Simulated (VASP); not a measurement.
The system is KF.

```
K F
1.0
     3.17887    0.00000    0.00000
     0.00000    3.17887    0.00000
     0.00000    0.00000    3.17887
K F
1 1
Cartesian
  0.0000 0.0000 0.0000
  1.5894 1.5894 1.5894
```

Base run:

| Item | Value |
| --- | --- |
| Program | VASP 6.6.1 |
| Functional | r2SCAN |
| Potentials or basis | VASP PAW PBE potentials, release 64 (K_sv, F) |
| Cutoff | 520 eV |
| k mesh | 6 × 6 × 6 |
| Occupations | gaussian, width 0.01 eV |
| Spin | no spin polarisation |

Its results: band gap on the k mesh 7.73 eV, indirect (least direct gap 7.76 eV); pressure 0.0 GPa.

Problem. The run is repeated on the same cell with these changes: functional from r2SCAN to PBE; k mesh from 6 × 6 × 6 to 8 × 8 × 8. What comes out?

Solution. Band gap on the k mesh 6.80 eV, indirect (least direct gap 6.83 eV); pressure 3.0 GPa.

Several settings changed at once, so the effect can't be laid on one alone.

Caveats: the PAW data sets were made with another functional, which shifts forces and pressure a little (some runs).

A k mesh can miss the band edges.
